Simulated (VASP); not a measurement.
Wanted: the native input for a VASP 6.6.1 run.

```yaml
Task: single point
Functional: PBE
Dispersion: D3(BJ)
Potentials_or_basis: VASP PAW PBE potentials, release 64 (In_d, O)
Cutoff: 520 eV
k_mesh: 6 × 6 × 6
Occupations: fermi-dirac, width 0.05 eV
Spin: no spin polarisation
Dipole_correction: no
Further_INCAR_settings: ALGO = Normal; EDIFF = 1e-07; NBANDS = 55
```

The structure of In2O3 lies in POSCAR:

```
In2O3
1.0
    2.7751871910      1.6022550718      4.8749698546
   -2.7751871910      1.6022550718      4.8749698546
    0.0000000000     -3.2045101436      4.8749698546
In O
4 6
Direct
    0.8576340091      0.8576340091      0.8576340091
    0.6423659909      0.6423659909      0.6423659909
    0.1423659909      0.1423659909      0.1423659909
    0.3576340091      0.3576340091      0.3576340091
    0.0463817913      0.7500000000      0.4536182087
    0.7500000000      0.4536182087      0.0463817913
    0.4536182087      0.0463817913      0.7500000000
    0.9536182087      0.2500000000      0.5463817913
    0.2500000000      0.5463817913      0.9536182087
    0.5463817913      0.9536182087      0.2500000000
```

The input as run:

INCAR

```
PREC = Accurate ; ENCUT = 520
EDIFF = 1E-7 ; ISMEAR = -1
SIGMA = 0.05 ; LREAL = False
LASPH = True ; NELM = 100
ALGO = Normal ; ISIF = 2
LWAVE = False ; LCHARG = True
GGA = PE ; IVDW = 12
LELF = True ; LVHAR = True
NBANDS = 55
```

KPOINTS

```
regular mesh
0
Gamma
  6 6 6
```

Potentials or basis: VASP PAW PBE potentials, release 64 (In_d, O).

The run is started by

```console
$ cat potpaw_PBE.64/In_d/POTCAR potpaw_PBE.64/O/POTCAR > POTCAR
$ mpirun -np 1 vasp_std > vasp.out
```

It gave:

```yaml
Pressure: 0.4 GPa
Largest_force: 0.012 eV/Å
Band_gap_on_the_k_mesh: 1.07 eV (least direct gap 1.14 eV)
Dispersion_energy_per_atom: -0.219 eV
```

Caveat: spin-orbit coupling is left out, which moves the levels of the heavy elements.

It took 3.5 min on 1 thread of Intel(R) Xeon(R) 6975P-C (Granite Rapids) (shared host), peak memory 0.41 GiB.
